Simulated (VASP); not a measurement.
# Al2O3 (R-3c) in VASP: notebook, part 2 of 2

VASP 6.6.1.

## 3. Relaxation of the atoms, PBE

File INCAR:

```
PREC = Accurate ; ENCUT = 520
EDIFF = 1E-7 ; ISMEAR = 0
SIGMA = 0.01 ; LREAL = F
LASPH = T ; NELM = 60
ALGO = Normal ; ISIF = 2
LWAVE = F ; LCHARG = F
GGA = PE ; IBRION = 2
NSW = 80 ; EDIFFG = -0.002
```

File KPOINTS:

```
Automatic mesh
0
Gamma
  5 5 5
```

File POSCAR:

```
Al2O3
1.0
    2.3802500000      1.3742379782      4.3318666667
   -2.3802500000      1.3742379782      4.3318666667
    0.0000000000     -2.7484759565      4.3318666667
Al O
4 6
Direct
    0.3521600000      0.3521600000      0.3521600000
    0.1478400000      0.1478400000      0.1478400000
    0.6478400000      0.6478400000      0.6478400000
    0.8521600000      0.8521600000      0.8521600000
    0.5566800000      0.9433200000      0.2500000000
    0.2500000000      0.5566800000      0.9433200000
    0.9433200000      0.2500000000      0.5566800000
    0.4433200000      0.0566800000      0.7500000000
    0.7500000000      0.4433200000      0.0566800000
    0.0566800000      0.7500000000      0.4433200000
```

Potentials or basis: VASP PAW PBE potentials, release 64 (Al, O).

Run with:

```sh
$ cat potpaw_PBE.64/Al/POTCAR potpaw_PBE.64/O/POTCAR > POTCAR
$ mpirun -np 1 vasp_std > vasp.out
```

OUTCAR:

```text
PREC = Accurate
   ENCUT = 520
   EDIFF = 1E-7
   ISMEAR = 0
   LREAL = F
   LASPH = T
   NELM = 60
   ISIF = 2
   GGA = PE
   IBRION = 2
   NSW = 80
   EDIFFG = -0.002

 ion  position               nearest neighbor table
   1  0.352  0.352  0.352-   9 1.85  10 1.85   8 1.85   7 1.97   5 1.97   6 1.97   2 2.66   3 2.79
                             3 2.79   3 2.79   2 3.22   2 3.22   2 3.22
   2  0.148  0.148  0.148-  10 1.85   9 1.85   8 1.85   6 1.97   5 1.97   7 1.97   1 2.66   4 2.79
                             4 2.79   4 2.79   1 3.22   1 3.22   1 3.22
   3  0.648  0.648  0.648-   6 1.85   7 1.85   5 1.85  10 1.97   8 1.97   9 1.97   4 2.66   1 2.79
                             1 2.79   1 2.79   4 3.22   4 3.22   4 3.22
   4  0.852  0.852  0.852-   7 1.85   6 1.85   5 1.85   9 1.97   8 1.97  10 1.97   3 2.66   2 2.79
                             2 2.79   2 2.79   3 3.22   3 3.22   3 3.22
   5  0.557  0.943  0.250-   3 1.85   4 1.85   1 1.97   2 1.97
   6  0.250  0.557  0.943-   3 1.85   4 1.85   2 1.97   1 1.97
   7  0.943  0.250  0.557-   4 1.85   3 1.85   1 1.97   2 1.97
   8  0.443  0.057  0.750-   1 1.85   2 1.85   3 1.97   4 1.97
   9  0.750  0.443  0.057-   1 1.85   2 1.85   4 1.97   3 1.97
  10  0.057  0.750  0.443-   2 1.85   1 1.85   3 1.97   4 1.97

  LATTYP: Found a trigonal (rhomboedric) cell.
 ALAT       =     5.1302230849
 COS(alpha) =     0.5694707703

  Lattice vectors:

 A1 = (   2.3802500000,   1.3742379782,   4.3318666667)
 A2 = (  -2.3802500000,   1.3742379782,   4.3318666667)
 A3 = (   0.0000000000,  -2.7484759565,   4.3318666667)

Analysis of symmetry for initial positions (statically):
=====================================================================
 Subroutine PRICEL returns:
 Original cell was already a primitive cell.

 Routine SETGRP: Setting up the symmetry group for a
 trigonal (rhombohedral) supercell.

 Subroutine GETGRP returns: Found 12 space group operations
 (whereof  6 operations were pure point group operations)
 out of a pool of 12 trial point group operations.

The static configuration has the point symmetry S_6 .
 The point group associated with its full space group is D_3d.

Analysis of symmetry for dynamics (positions and initial velocities):
=====================================================================
 Subroutine PRICEL returns:
 Original cell was already a primitive cell.

 Routine SETGRP: Setting up the symmetry group for a
 trigonal (rhombohedral) supercell.

 Subroutine GETGRP returns: Found 12 space group operations
 (whereof  6 operations were pure point group operations)
 out of a pool of 12 trial point group operations.

The dynamic configuration has the point symmetry S_6 .
 The point group associated with its full space group is D_3d.

 Subroutine INISYM returns: Found 12 space group operations
 (whereof  6 operations are pure point group operations),
 and found     1 'primitive' translations

----------------------------------------------------------------------------------------

                                     Primitive cell

  volume of cell :      85.0180

  direct lattice vectors                    reciprocal lattice vectors
     2.380250000  1.374237978  4.331866667     0.210061968  0.121279334  0.076949121
    -2.380250000  1.374237978  4.331866667    -0.210061968  0.121279334  0.076949121
     0.000000000 -2.748475957  4.331866667     0.000000000 -0.242558668  0.076949121

  length of vectors
     5.130223085  5.130223085  5.130223085     0.254471756  0.254471756  0.254471756

[... 41 lines left out ...]
     0.050894351  0.050894351  0.050894351

  Shift w.r.t. Gamma in fractional coordinates (k-lattice)
     0.000000000  0.000000000  0.000000000

 Subroutine IBZKPT returns following result:
 ===========================================

 Found     19 irreducible k-points:

 Following reciprocal coordinates:
            Coordinates               Weight
  0.000000  0.000000  0.000000      1.000000
  0.200000 -0.000000  0.000000      6.000000
  0.400000 -0.000000 -0.000000      6.000000
  0.200000  0.200000  0.000000      6.000000
  0.400000  0.200000 -0.000000     12.000000
 -0.400000  0.200000  0.000000     12.000000
[... 11 lines left out ...]
  0.400000  0.400000  0.400000      2.000000
 -0.400000  0.400000  0.400000      6.000000
   k-points           NKPTS =     19   k-points in BZ     NKDIM =     19   number of bands    NBANDS=     30
   number of dos      NEDOS =    301   number of ions     NIONS =     10
   total plane-waves  NPLWV =  64000
   dimension x,y,z NGX =    40 NGY =   40 NGZ =   40
   dimension x,y,z NGXF=    80 NGYF=   80 NGZF=   80
   ions per type =               4   6
   NGX,Y,Z   is equivalent  to a cutoff of  12.96, 12.96, 12.96 a.u.
   NGXF,Y,Z  is equivalent  to a cutoff of  25.92, 25.92, 25.92 a.u.
 SYSTEM =  unknown system
   PREC   = accura    normal or accurate (medium, high low for compatibility)
   ISTART =      0    job   : 0-new  1-cont  2-samecut
   ICHARG =      2    charge: 1-file 2-atom 10-const
   ISPIN  =      1    spin polarized calculation?
   LNONCOLLINEAR =      F non collinear calculations
   LSORBIT =      F    spin-orbit coupling
   LASPH  =      T    aspherical Exc in radial PAW
   ENCUT  =  520.0 eV  38.22 Ry    6.18 a.u.   9.54  9.54  9.54*2*pi/ulx,y,z
   NELM   =     60;   NELMIN=  2; NELMDL= -5     # of ELM steps
   EDIFF  = 0.1E-06   stopping-criterion for ELM
   LREAL  =      F    real-space projection
   EDIFFG = -.2E-02   stopping-criterion for IOM
   NSW    =     80    number of steps for IOM
   IBRION =      2    ionic relax: 0-MD 1-quasi-New 2-CG
   NFREE  =      1    steps in history (QN), initial steepest desc. (CG)
   ISIF   =      2    stress and relaxation
   ISYM   =      2    0-nonsym 1-usesym 2-fastsym
   POTIM  = 0.5000    time-step for ionic-motion
   TEBEG  =    0.0;   TEEND  =   0.0 temperature during run
   PSTRESS=    0.0 pullay stress
   NELECT =      48.0000    total number of electrons
   NUPDOWN=      -1.0000    fix difference up-down
   EMIN   =  10.00;   EMAX   =-10.00  energy-range for DOS
   EFERMI =   0.00;   METHOD = LEGACY
   ISMEAR =     0;   SIGMA  =   0.01  broadening in eV -4-tet -1-fermi 0-gaus
   EFERMI_NEDOS =   21; number of points for ismear=-14 and -15
   IALGO  =     38    algorithm
   IMIX   =      4    mixing-type and parameters
     AMIX     =   0.40;   BMIX     =  1.00
     AMIX_MAG =   1.60;   BMIX_MAG =  1.00
  volume/ion in A,a.u.               =       8.50        57.37
  Fermi-wavevector in a.u.,A,eV,Ry     =   1.353064  2.556920 24.909299  1.830782
  Thomas-Fermi vector in A             =   2.480350
   LORBIT       =      0    0 simple, 1 ext, 2 COOP (PROOUT), +10 PAW based schemes
   GGA     = PE    functional components
   LHFCALC =     F    Hartree Fock is set to
   AEXX    =    0.0000 exact exchange contribution
   IVDW    =     0    specifies the selected vdW correction
   LEPSILON=     F    determine dielectric tensor
   LRPA    =     F    only Hartree local field effects (RPA)
 conjugate gradient relaxation of ions
 non-spin polarized calculation
 Gauss-broadening in eV      SIGMA  =   0.01
  energy-cutoff  :      520.00
  volume of cell :       85.02
 maximum number of plane-waves:      2304
 NGX is ok and might be reduce to    40
   NGX = 19   NGY = 19   NGZ = 19

--------------------------------------- Ionic step        1  -------------------------------------------

 number of electron      48.0000013 magnetization

 Free energy of the ion-electron system (eV)
  ---------------------------------------------------
  ext. energy  EPLUGINS =         0.00000000
  ---------------------------------------------------
  free energy    TOTEN  =       -74.75241159 eV

  energy without entropy =      -74.75241159  energy(sigma->0) =      -74.75241159

------------------------ aborting loop because EDIFF is reached ----------------------------------------

  FORCE on cell =-STRESS in cart. coord.  units (eV):
  Direction    XX          YY          ZZ          XY          YZ          ZX
  --------------------------------------------------------------------------------------
  -------------------------------------------------------------------------------------
  Total        3.9311614      3.9311614      3.5953891      0.0000000     -0.0000000      0.0000000
  in kB       74.0833489     74.0833489     67.7556672      0.0000000     -0.0000000      0.0000000
  external PRESSURE =      71.9741217 kB  Pullay stress =       0.0000000 kB
[... 163 lines left out ...]
--------------------------------------- Ionic step        5  -------------------------------------------

 number of electron      48.0000013 magnetization

 Free energy of the ion-electron system (eV)
  ---------------------------------------------------
  ext. energy  EPLUGINS =         0.00000000
  ---------------------------------------------------
  free energy    TOTEN  =       -74.75255139 eV

  energy without entropy =      -74.75255139  energy(sigma->0) =      -74.75255139

 E-fermi :   6.2473     XC(G=0): -11.6852

 val. band max:        6.1376083936   @ k =   0.0000   0.0000   0.0000
 cond. band min:      12.3586596540   @ k =   0.0000   0.0000   0.0000
 fundamental gap:      6.2210512603
 Fermi energy:         6.2473159563

 k-point     1 :       0.0000    0.0000    0.0000
  band No.  band energies     occupation
      1     -13.1051      2.00000
      2     -10.7714      2.00000
      3     -10.4912      2.00000
      4     -10.4912      2.00000
      5     -10.1747      2.00000
      6     -10.1747      2.00000
[... 653 lines left out ...]
  FREE ENERGIE OF THE ION-ELECTRON SYSTEM (eV)
  ---------------------------------------------------
  free  energy   TOTEN  =       -74.7525513889 eV

  energy  without entropy=      -74.7525513889  energy(sigma->0) =      -74.75255139

 reached required accuracy - stopping structural energy minimisation
```

Run time: 3.8 min. Hardware: 1 thread of AMD EPYC 7R43 (Zen 3), shared host; peak memory 0.21 GiB.

What came out:

* Free energy: -74.7526 eV
* Energy gained by relaxing: 0.0 meV/atom
* Ionic steps: 5
* Pressure after relaxing: 7.2 GPa
* Band gap on the k mesh: 6.22 eV, direct

Step by step:
| step | energy change (eV) | largest force (eV/Å) | pressure (GPa) |
| --- | --- | --- | --- |
| 1 | 0.0000 | 0.0268 | 7.20 |
| 2 | -0.0001 | 0.0072 | 7.21 |
| 3 | -0.0001 | 0.0031 | 7.20 |
| 4 | -0.0001 | 0.0027 | 7.20 |
| 5 | -0.0001 | 0.0010 | 7.20 |

Final structure:
```
CELL_PARAMETERS angstrom
2.38025 1.37424 4.33187
-2.38025 1.37424 4.33187
0.00000 -2.74848 4.33187
ATOMIC_POSITIONS crystal
Al 0.35206 0.35206 0.35206
Al 0.14794 0.14794 0.14794
Al 0.64794 0.64794 0.64794
Al 0.85206 0.85206 0.85206
O 0.55647 0.94353 0.25000
O 0.25000 0.55647 0.94353
O 0.94353 0.25000 0.55647
O 0.44353 0.05647 0.75000
O 0.75000 0.44353 0.05647
O 0.05647 0.75000 0.44353
```

Levels at points of the mesh, in eV from the valence-band top:
```
           k point  band 21  band 22  band 23  band 24  band 25  band 26  band 27  band 28
(0.00, 0.00, 0.00)    -0.49    -0.04    -0.04     0.00     6.22     9.14    10.74    11.52
```

PBE gaps usually lie below the measured ones, often by a third to a half.
